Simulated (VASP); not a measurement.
# Pt in VASP: notebook, part 2 of 2

VASP 6.6.1. The steps go on from the part before.

## 3. Single point, PBEsol

This run uses another cell than the first one.

INCAR reads:

```
SYSTEM = Pt
  ALGO = Normal
  EDIFF = 1E-6
  ENCUT = 520
  GGA = PS
  ISIF = 2
  ISMEAR = 0
  LASPH = .True.
  LCHARG = .False.
  LREAL = Auto
  LUSENCCL = .False.
  LWAVE = .False.
  NBANDS = 105
  NELM = 80
  PREC = Accurate
  SIGMA = 0.05
```

KPOINTS reads:

```
k-points
0
Gamma
  1 1 8
  0 0 0
```

POSCAR reads:

```
Pt
1.0
   14.6000000000      0.0000000000      0.0000000000
    0.0000000000     16.2000000000      0.0000000000
    0.0000000000      0.0000000000      6.7863137234
Pt
18
Direct
    0.5821686379      0.5427546447      0.0000000000
    0.4726104540      0.3717360659      0.3333333333
    0.4726104540      0.7137732235      0.3333333333
    0.3630522702      0.5427546447      0.6666666667
    0.6917268218      0.3717360659      0.6666666667
    0.5821686379      0.3717360659      0.0000000000
    0.4726104540      0.5427546447      0.3333333333
    0.3630522702      0.3717360659      0.6666666667
    0.6917268218      0.5427546447      0.6666666667
    0.4178313621      0.4572453553      0.0000000000
    0.3082731782      0.6282639341      0.3333333333
    0.6369477298      0.4572453553      0.3333333333
    0.5273895460      0.2862267765      0.6666666667
    0.5273895460      0.6282639341      0.6666666667
    0.4178313621      0.6282639341      0.0000000000
    0.3082731782      0.4572453553      0.3333333333
    0.6369477298      0.6282639341      0.3333333333
    0.5273895460      0.4572453553      0.6666666667
```

Potentials or basis: VASP PAW PBE potentials, release 64 (Pt).

Command:

```
$ cat potpaw_PBE.64/Pt/POTCAR > POTCAR
$ mpirun -np 1 vasp_std > vasp.out
```

OUTCAR:

```text
SYSTEM = Pt
   EDIFF = 1E-6
   ENCUT = 520
   GGA = PS
   ISIF = 2
   ISMEAR = 0
   LASPH = .True.
   LREAL = Auto
   NELM = 80
   PREC = Accurate

 ion  position               nearest neighbor table
   1  0.582  0.543  0.000-  18 2.77  12 2.77  14 2.77  17 2.77   7 2.77   9 2.77  10 2.77  15 2.77
                             6 2.77
   2  0.473  0.372  0.333-  10 2.77   8 2.77   6 2.77  12 2.77  16 2.77   7 2.77  13 2.77  18 2.77

   3  0.473  0.714  0.333-  15 2.77  11 2.77  17 2.77   7 2.77  14 2.77
   4  0.363  0.543  0.667-  10 2.77  15 2.77   7 2.77  18 2.77  14 2.77   8 2.77  16 2.77  11 2.77

   5  0.692  0.372  0.667-   6 2.77  13 2.77  18 2.77   9 2.77  12 2.77
   6  0.582  0.372  0.000-  13 2.77  18 2.77  12 2.77   2 2.77   5 2.77  10 2.77   1 2.77
   7  0.473  0.543  0.333-  10 2.77  15 2.77   4 2.77   1 2.77  12 2.77  16 2.77  11 2.77  17 2.77
                             2 2.77   3 2.77  18 2.77  14 2.77
   8  0.363  0.372  0.667-  10 2.77   2 2.77  13 2.77  18 2.77   4 2.77  16 2.77
   9  0.692  0.543  0.667-   1 2.77  18 2.77  14 2.77   5 2.77  12 2.77  17 2.77
  10  0.418  0.457  0.000-   7 2.77   4 2.77   2 2.77   8 2.77  18 2.77  16 2.77   1 2.77   6 2.77
                            15 2.77
  11  0.308  0.628  0.333-  15 2.77   7 2.77   3 2.77  16 2.77   4 2.77
[... 223 lines left out ...]
      6      -8.1656      2.00000
[... 514 lines left out ...]
    101      -1.4645      0.00000
    102      -0.9972      0.00000
 [bands above 102 left out]

------------------------ aborting loop because EDIFF is reached ----------------------------------------

  FORCE on cell =-STRESS in cart. coord.  units (eV):
  Direction    XX          YY          ZZ          XY          YZ          ZX
  --------------------------------------------------------------------------------------
  -------------------------------------------------------------------------------------
  Total      -26.2651497    -26.2495320    -45.2387808     -0.0131150     -0.6401675      0.3694743
  in kB      -26.2173420    -26.2017528    -45.1564374     -0.0130911     -0.6390023      0.3688018
  external PRESSURE =     -32.5251774 kB  Pullay stress =       0.0000000 kB

 VOLUME and BASIS-vectors are now :
 -----------------------------------------------------------------------------
  energy-cutoff  :      520.00
  volume of cell :     1605.10
      direct lattice vectors                 reciprocal lattice vectors
    14.600000000  0.000000000  0.000000000     0.068493151  0.000000000  0.000000000
     0.000000000 16.200000000  0.000000000     0.000000000  0.061728395  0.000000000
     0.000000000  0.000000000  6.786313723     0.000000000  0.000000000  0.147355404

 POSITION                                       TOTAL-FORCE (eV/Angst)
 -----------------------------------------------------------------------------------
      8.49966      8.79263      0.00000         0.690394      0.401256     -0.000402
      6.90011      6.02212      2.26210         0.228972      0.317128      0.063163
      6.90011     11.56313      2.26210        -0.004205     -2.008577     -0.220609
      5.30056      8.79263      4.52421         0.393471      0.036940     -0.065051
     10.09921      6.02212      4.52421        -1.741288      0.999701      0.213957
      8.49966      6.02212      0.00000        -0.261265      0.457526     -0.335461
[... 10 lines left out ...]
      9.29944     10.17788      2.26210        -1.543555     -1.070760      0.375470
      7.69989      7.40737      4.52421         0.090089     -0.159520      0.206401
 -----------------------------------------------------------------------------------
    total drift:                                0.000000      0.000000      0.000000

  FREE ENERGIE OF THE ION-ELECTRON SYSTEM (eV)
  ---------------------------------------------------
  free  energy   TOTEN  =       -98.3478206547 eV

  energy  without entropy=      -98.2744531815  energy(sigma->0) =      -98.31113692
```

OSZICAR:

```text
N       E                     dE             d eps       ncg     rms          rms(c)
DAV:   1     0.129130330918E+04    0.12913E+04   -0.63934E+04  1050   0.131E+03
DAV:   2     0.755144138659E+02   -0.12158E+04   -0.11355E+04  1452   0.231E+02
DAV:   3    -0.927782633054E+02   -0.16829E+03   -0.15768E+03  1260   0.853E+01
DAV:   4    -0.104639567681E+03   -0.11861E+02   -0.10308E+02  1556   0.181E+01
[... 24 lines left out ...]
DAV:  29    -0.983478018169E+02   -0.15482E-04   -0.88917E-07   713   0.212E-03    0.138E-03
DAV:  30    -0.983478099190E+02   -0.81021E-05   -0.26760E-07   652   0.129E-03    0.595E-04
DAV:  31    -0.983478175851E+02   -0.76661E-05   -0.34875E-07   631   0.118E-03    0.859E-04
DAV:  32    -0.983478199010E+02   -0.23159E-05   -0.14770E-07   625   0.828E-04    0.323E-04
DAV:  33    -0.983478206547E+02   -0.75377E-06   -0.88660E-08   576   0.495E-04
   1 F= -.98347821E+02 E0= -.98311137E+02  d E =-.733675E-01
```

Run time: 2 min. Hardware: 1 × NVIDIA H100 80GB with 1 thread of AMD EPYC 7R13 (Zen 3), shared host; peak memory 2.1 GiB.

Results:

```
Free energy            : -98.3478 eV
Largest force          : 2.021 eV/Å
Band gap on the k mesh : zero (bands 90 and 91 overlap by 0.08 eV)
```

Forces in eV/Å, atoms in the order of the input:
```
Pt   0.690  0.401  0.000
Pt   0.229  0.317  0.063
Pt  -0.004 -2.009 -0.221
Pt   0.393  0.037 -0.065
Pt  -1.741  1.000  0.214
Pt  -0.261  0.458 -0.335
Pt  -0.090  0.160 -0.206
Pt   1.544  1.071 -0.375
Pt  -1.698 -0.797 -0.374
Pt  -0.690 -0.401  0.000
Pt   1.741 -1.000 -0.214
Pt  -0.393 -0.037  0.065
Pt   0.004  2.009  0.221
Pt  -0.229 -0.317 -0.063
Pt   0.261 -0.458  0.335
Pt   1.698  0.797  0.374
Pt  -1.544 -1.071  0.375
Pt   0.090 -0.160  0.206
```

Levels at points of the mesh, in eV from the Fermi level:
```
           k point  band 87  band 88  band 89  band 90  band 91  band 92  band 93  band 94
(0.00, 0.00, 0.00)    -0.10    -0.03    -0.02     0.07     0.08     0.09     0.09     0.12
(0.00, 0.00, 0.50)    -0.09    -0.06    -0.05    -0.03    -0.01     0.07     0.07     0.09
```

Caveat: the PAW data sets were made with another functional, which shifts forces and pressure a little; spin-orbit coupling is left out, which moves the levels of the heavy elements.
